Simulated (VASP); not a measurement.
Runs of VASP 6.6.1 on CsBr. Symmetry: Pm-3m, No. 221, cubic system. The conventional cell has a = 4.320 Å, b = 4.320 Å, c = 4.320 Å, α = 90.00°, β = 90.00°, γ = 90.00°. Cs (site symmetry m-3m) has 8 Br at 3.74 Å and 6 Cs at 4.32 Å within 4.9 Å. Within 4.9 Å of Br (site symmetry m-3m) lie 8 Cs at 3.74 Å and 6 Br at 4.32 Å. 

```tsv
level	cutoff (eV)	smearing	gap on the mesh (eV)	pressure (GPa)
PBEsol	500	gaussian 0.01 eV	(a)	-0.7
r2SCAN	550	fermi-dirac 0.5 eV	5.19	0.1
r2SCAN	550	methfessel-paxton 0.001 eV	5.18	0.1
r2SCAN	550	gaussian 0.01 eV	5.18	0.1
```

Alike in all rows: task single point; potentials or basis VASP PAW PBE potentials, release 64 (Cs_sv, Br); no spin polarisation; cell as given; k mesh 4 × 4 × 4.

**Question.** Estimate the missing entries.

**Answer.** (a) 4.24.

Caveats: the PAW data sets were made with another functional, which shifts forces and pressure a little; spin-orbit coupling is left out, which moves the levels of the heavy elements.

A k mesh can miss the band edges, and the runs leave out spin-orbit coupling on Br, Cs.
